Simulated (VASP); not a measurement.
# HfB (Fm-3m) in VASP: vibrations by perturbation theory with PBEsol

Aim: the vibrations by perturbation theory of HfB with PBEsol.

Everything below comes from runs of VASP 6.6.1. Logs are shortened: lines on timing, memory, paths and dates and some standing lists are left out, and cuts for length are marked.

### Step 1. The cell of the first run

The structure is cubic, space group Fm-3m (No. 225). The conventional cell has a = 4.786 Å, b = 4.786 Å, c = 4.786 Å, α = 90.00°, β = 90.00°, γ = 90.00°. Hf (site symmetry m-3m) has 6 B at 2.39 Å within 3.2 Å. B (site symmetry m-3m) has 6 Hf at 2.39 Å within 3.2 Å.

### Step 2. Vibrations by perturbation theory, PBEsol

INCAR reads:

```
PREC = Accurate
ENCUT = 520
EDIFF = 1E-8
ISMEAR = 1
SIGMA = 0.2
LREAL = F
LASPH = T
NELM = 60
ALGO = Normal
ISIF = 2
LWAVE = F
LCHARG = F
GGA = PS
IBRION = 8
NSW = 1
```

KPOINTS reads:

```
Automatic mesh
0
Gamma
  12 12 12
```

POSCAR reads:

```
HfB
1.0
    0.0000000000      2.3931546574      2.3931546574
    2.3931546574      0.0000000000      2.3931546574
    2.3931546574      2.3931546574      0.0000000000
Hf B
1 1
Direct
    0.5000000000      0.5000000000      0.5000000000
    0.0000000000      0.0000000000      0.0000000000
```

Potentials or basis: VASP PAW PBE potentials, release 64 (Hf_pv, B).

The run is started by

```sh
cat potpaw_PBE.64/Hf_pv/POTCAR potpaw_PBE.64/B/POTCAR > POTCAR
mpirun -np 1 vasp_std > vasp.out
```

OUTCAR:

```text
PREC = Accurate
   ENCUT = 520
   EDIFF = 1E-8
   ISMEAR = 1
   LREAL = F
   LASPH = T
   NELM = 60
   ISIF = 2
   GGA = PS
   IBRION = 8
   NSW = 1

 ion  position               nearest neighbor table
   1  0.500  0.500  0.500-   2 2.39   2 2.39   2 2.39   2 2.39   2 2.39   2 2.39
   2  0.000  0.000  0.000-   1 2.39   1 2.39   1 2.39   1 2.39   1 2.39   1 2.39

  LATTYP: Found a face centered cubic cell.
 ALAT       =     4.7863093148

  Lattice vectors:

 A1 = (   0.0000000000,   2.3931546574,   2.3931546574)
 A2 = (   2.3931546574,   0.0000000000,   2.3931546574)
 A3 = (   2.3931546574,   2.3931546574,   0.0000000000)

Analysis of symmetry for initial positions (statically):
=====================================================================
 Subroutine PRICEL returns:
 Original cell was already a primitive cell.

 Routine SETGRP: Setting up the symmetry group for a
 face centered cubic supercell.

 Subroutine GETGRP returns: Found 48 space group operations
 (whereof 48 operations were pure point group operations)
 out of a pool of 48 trial point group operations.

The static configuration has the point symmetry O_h .

Analysis of symmetry for dynamics (positions and initial velocities):
=====================================================================
 Subroutine PRICEL returns:
 Original cell was already a primitive cell.

 Routine SETGRP: Setting up the symmetry group for a
 face centered cubic supercell.

 Subroutine GETGRP returns: Found 48 space group operations
 (whereof 48 operations were pure point group operations)
 out of a pool of 48 trial point group operations.

The dynamic configuration has the point symmetry O_h .

 Subroutine INISYM returns: Found 48 space group operations
 (whereof 48 operations are pure point group operations),
 and found     1 'primitive' translations

----------------------------------------------------------------------------------------

                                     Primitive cell

  volume of cell :      27.4121

  direct lattice vectors                    reciprocal lattice vectors
     0.000000000  2.393154657  2.393154657    -0.208929247  0.208929247  0.208929247
     2.393154657  0.000000000  2.393154657     0.208929247 -0.208929247  0.208929247
     2.393154657  2.393154657  0.000000000     0.208929247  0.208929247 -0.208929247

  length of vectors
     3.384431773  3.384431773  3.384431773     0.361876071  0.361876071  0.361876071

  position of ions in fractional coordinates (direct lattice)
     0.500000000  0.500000000  0.500000000
     0.000000000  0.000000000  0.000000000

  ion indices of the primitive-cell ions
   primitive index   ion index
                 1           1
                 2           2

----------------------------------------------------------------------------------------

 KPOINTS: Automatic mesh

Automatic generation of k-mesh.
 Grid dimensions read from file:
 generate k-points for:   12   12   12

 Generating k-lattice:

  Cartesian coordinates                     Fractional coordinates (reciprocal lattice)
    -0.017410771  0.017410771  0.017410771     0.083333333  0.000000000  0.000000000
     0.017410771 -0.017410771  0.017410771     0.000000000  0.083333333  0.000000000
     0.017410771  0.017410771 -0.017410771     0.000000000  0.000000000  0.083333333

  Length of vectors
     0.030156339  0.030156339  0.030156339

  Shift w.r.t. Gamma in fractional coordinates (k-lattice)
     0.000000000  0.000000000  0.000000000

 Subroutine IBZKPT returns following result:
 ===========================================

 Found     72 irreducible k-points:

[... 73 lines left out ...]
   IVDW    =     0    specifies the selected vdW correction
   LEPSILON=     F    determine dielectric tensor
   LRPA    =     F    only Hartree local field effects (RPA)
 non-spin polarized calculation
 Methfessel and Paxton  Order N= 1 SIGMA  =   0.20
  energy-cutoff  :      520.00
  volume of cell :       27.41
 maximum number of plane-waves:       754
 NGX is ok and might be reduce to    28
   NGX = 13   NGY = 13   NGZ = 13

--------------------------------------- Ionic step        1  -------------------------------------------

 number of electron      12.9999999 magnetization

 Free energy of the ion-electron system (eV)
  ---------------------------------------------------
  ext. energy  EPLUGINS =         0.00000000
  ---------------------------------------------------
  free energy    TOTEN  =       -18.41171706 eV

  energy without entropy =      -18.41661740  energy(sigma->0) =      -18.41335051

 E-fermi :   4.3529     XC(G=0): -11.9068

 val. band max:        4.3400010176   @ k =   0.5000   0.2500   0.0000
 cond. band min:       4.3539955688   @ k =   0.2500   0.0833   0.0000
 fundamental gap:      0.0139945512
 Fermi energy:         4.3529079551

 k-point     1 :       0.0000    0.0000    0.0000
  band No.  band energies     occupation
      1     -24.4704      2.00000
      2     -24.4704      2.00000
      3     -24.4704      2.00000
      4      -4.8755      2.00000
      5       6.3786     -0.00000
      6       6.3786     -0.00000
      7       6.3786     -0.00000
      8       8.0324     -0.00000
      9       8.0324     -0.00000
     10       8.0324     -0.00000
[... 287 lines left out ...]
 k-point    24 :      -0.4167    0.1667    0.0000
  band No.  band energies     occupation
      1     -24.9201      2.00000
      2     -24.6185      2.00000
      3     -24.5450      2.00000
      4      -0.4884      2.00000
      5       0.3679      2.00000
      6       3.1665      2.00000
      7       3.4617      2.00000
      8       9.5162      0.00000
      9       9.8155      0.00000
     10      10.5263      0.00000

 [... further k-points ...]
[... 5 lines left out ...]
  --------------------------------------------------------------------------------------
  -------------------------------------------------------------------------------------
  Total        0.0773192      0.0773192      0.0773192      0.0000000      0.0000000      0.0000000
  in kB        4.5191406      4.5191406      4.5191406      0.0000000      0.0000000      0.0000000
  external PRESSURE =       4.5191406 kB  Pullay stress =       0.0000000 kB

 VOLUME and BASIS-vectors are now :
 -----------------------------------------------------------------------------
  energy-cutoff  :      520.00
  volume of cell :       27.41
      direct lattice vectors                 reciprocal lattice vectors
     0.000000000  2.393154657  2.393154657    -0.208929247  0.208929247  0.208929247
     2.393154657  0.000000000  2.393154657     0.208929247 -0.208929247  0.208929247
     2.393154657  2.393154657  0.000000000     0.208929247  0.208929247 -0.208929247

 POSITION                                       TOTAL-FORCE (eV/Angst)
 -----------------------------------------------------------------------------------
      2.39315      2.39315      2.39315         0.000000     -0.000000     -0.000000
      0.00000      0.00000      0.00000        -0.000000      0.000000      0.000000
 -----------------------------------------------------------------------------------
    total drift:                                0.000000      0.000000      0.000000

  FREE ENERGIE OF THE ION-ELECTRON SYSTEM (eV)
  ---------------------------------------------------
  free  energy   TOTEN  =       -18.4117170609 eV

  energy  without entropy=      -18.4166174049  energy(sigma->0) =      -18.41335051

[... ionic steps 2 to 3 ...]

--------------------------------------- Ionic step        4  -------------------------------------------

------------------------ aborting loop because EDIFF is reached ----------------------------------------

[... ionic steps 5 to 6 ...]

--------------------------------------- Ionic step        7  -------------------------------------------

 Free energy of the ion-electron system (eV)
  ---------------------------------------------------
  ---------------------------------------------------
  free energy    TOTEN  =        -0.04145503 eV

  energy without entropy =       -0.04145503

------------------------ aborting loop because EDIFF is reached ----------------------------------------

 INTERNAL STRAIN TENSOR  FOR ION    2  DIRECTION 1   (eV/Angst):
 -----------------------------------------------------------------------------
     0.00363 -0.00000  0.00000
     0.00000 -0.00661  0.00000
    -0.00000  0.00000 -0.00661

 INTERNAL STRAIN TENSOR FOR ION    2 for displacements in x,y,z  (eV/Angst):
          X           Y           Z          XY          YZ          ZX
  --------------------------------------------------------------------------------
  x     0.00000     0.00000     0.00000     0.00000     0.00000     0.00000
  y     0.00000     0.00000     0.00000     0.00000     0.00000     0.00000
  z     0.00000     0.00000     0.00000     0.00000     0.00000     0.00000

 SECOND DERIVATIVES (NOT SYMMETRIZED)
 ------------------------------------
               1X          1Y          1Z          2X          2Y          2Z
  1X    -8.342230    0.000000    0.000000    8.342230    0.000000    0.000000
  1Y     0.000000   -8.342230    0.000000    0.000000    8.342230    0.000000
  1Z     0.000000    0.000000   -8.342230    0.000000    0.000000    8.342230
  2X     8.344589    0.000000    0.000000   -8.344589    0.000000    0.000000
  2Y     0.000000    8.344589    0.000000    0.000000   -8.344589    0.000000
  2Z     0.000000    0.000000    8.344589    0.000000    0.000000   -8.344589

 Eigenvectors and eigenvalues of the dynamical matrix
 ----------------------------------------------------

   1 f  =   14.144457 THz    88.872244 2PiTHz  471.808298 cm-1    58.496747 meV
             X         Y         Z           dx          dy          dz
      2.393155  2.393155  2.393155     0.000000    0.238945    0.000000
      0.000000  0.000000  0.000000     0.000000   -0.971033    0.000000
[... 21 lines left out ...]
   6 f/i=    0.000464 THz     0.002916 2PiTHz    0.015481 cm-1     0.001919 meV
             X         Y         Z           dx          dy          dz
      2.393155  2.393155  2.393155     0.000000   -0.971033    0.000000
      0.000000  0.000000  0.000000     0.000000   -0.238945    0.000000

--------------------------------------------------------------------------------------------------------

 ELASTIC MODULI CONTR FROM IONIC RELAXATION (kBar)
 Direction    XX          YY          ZZ          XY          YZ          ZX
 --------------------------------------------------------------------------------
 XX           0.0000      0.0000      0.0000      0.0000      0.0000      0.0000
 YY           0.0000      0.0000      0.0000      0.0000      0.0000      0.0000
 ZZ           0.0000      0.0000      0.0000      0.0000      0.0000      0.0000
 XY           0.0000      0.0000      0.0000      0.0000      0.0000      0.0000
 YZ           0.0000      0.0000      0.0000      0.0000      0.0000      0.0000
 ZX           0.0000      0.0000      0.0000      0.0000      0.0000      0.0000
 --------------------------------------------------------------------------------
```

It took 3.5 min on 1 thread of AMD EPYC 9R45 (Zen 5), shared host; peak memory 0.24 GiB.

Results:

- Highest phonon frequency at Γ, LO-TO splitting left out: 472 cm⁻¹

Phonon frequencies in cm⁻¹ (negative: imaginary):
| q point | frequencies |
| --- | --- |
| (0.000, 0.000, 0.000) | 0 0 0 472 472 472 |

Caveat: the PAW data sets were made with another functional, which shifts forces and pressure a little; spin-orbit coupling is left out, which moves the levels of the heavy elements.
